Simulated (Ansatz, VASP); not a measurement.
## Two plane-wave programs on InB2As3

```
CELL_PARAMETERS angstrom
-1.80722 1.80722 8.21417
1.80722 -1.80722 8.21417
1.80722 1.80722 -8.21417
ATOMIC_POSITIONS crystal
B 0.82086 0.82086 0.00000
B 0.17914 0.17914 0.00000
As 0.25000 0.75000 0.50000
As 0.61032 0.11032 0.50000
As 0.88968 0.38968 0.50000
In 0.50000 0.50000 0.00000
```

Alike in both runs: task single point; functional PBE; k mesh 10 × 10 × 10; occupations fermi-dirac, width 0.02 eV; no spin polarisation.

```csv
,VASP,Ansatz
version,VASP 6.6.1,Ansatz 0.2.0
potentials or method,"VASP PAW PBE potentials, release 64 (B, As, In_d)","plane waves, PAW"
plane-wave cutoff (eV),520,420
valence electrons in the cell,34,64
```

Ansatz gave:

| Item | Value |
| --- | --- |
| pressure (GPa) | 2.0 |
| rms of the force components (eV/Å) | 0.063 |

Which values does VASP return?

Pressure (GPa): 2.3; rms of the force components (eV/Å): 0.057.

The functional is the same, so the differences come from potentials, cutoffs and numerics. VASP's potentials hold 34 valence electrons a cell and Ansatz's 64, so a difference there can come from the potentials and not from the codes.
